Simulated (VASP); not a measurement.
Input of a VASP 6.6.1 run:

POSCAR

```
Sr
1.0
    0.0000000000      3.0612271553      3.0612271553
    3.0612271553      0.0000000000      3.0612271553
    3.0612271553      3.0612271553      0.0000000000
Sr
1
Direct
    0.0000000000      0.0000000000      0.0000000000
```

The input INCAR.step1:

```
SYSTEM = Sr
ALGO = Normal
EDIFF = 1E-4
ENCUT = 520
GGA = PE
ISMEAR = -1
LASPH = .True.
LCHARG = .False.
LREAL = .False.
LWAVE = .True.
NBANDS = 11
NELM = 60
PREC = Accurate
SIGMA = 0.02
```

File INCAR.step2:

```
SYSTEM = Sr
ALGO = Normal
EDIFF = 1E-6
ENCUT = 520
ISIF = 2
ISMEAR = -1
ISTART = 1
LASPH = .True.
LCHARG = .False.
LMIXTAU = .True.
LREAL = .False.
LWAVE = .False.
METAGGA = R2SCAN
NBANDS = 11
NELM = 60
PREC = Accurate
SIGMA = 0.02
```

The input KPOINTS:

```
k-points
0
Gamma
  7 7 7
  0 0 0
```

Potentials or basis: VASP PAW PBE potentials, release 64 (Sr_sv).

Run with:

```bash
$ cat potpaw_PBE.64/Sr_sv/POTCAR > POTCAR
$ cp INCAR.step1 INCAR
$ mpirun -np 1 vasp_std > vasp.out
$ cp INCAR.step2 INCAR
$ mpirun -np 1 vasp_std > vasp.out
```

Task: What does it give for the pressure?

Result: 0.0 GPa.

Task: What does it give for the band gap on the k mesh?

Result: Zero (band 5 reaches 1.52 eV, above the bottom of band 6 at 1.44 eV).

Caveat: the PAW data sets were made with another functional, which shifts forces and pressure a little.
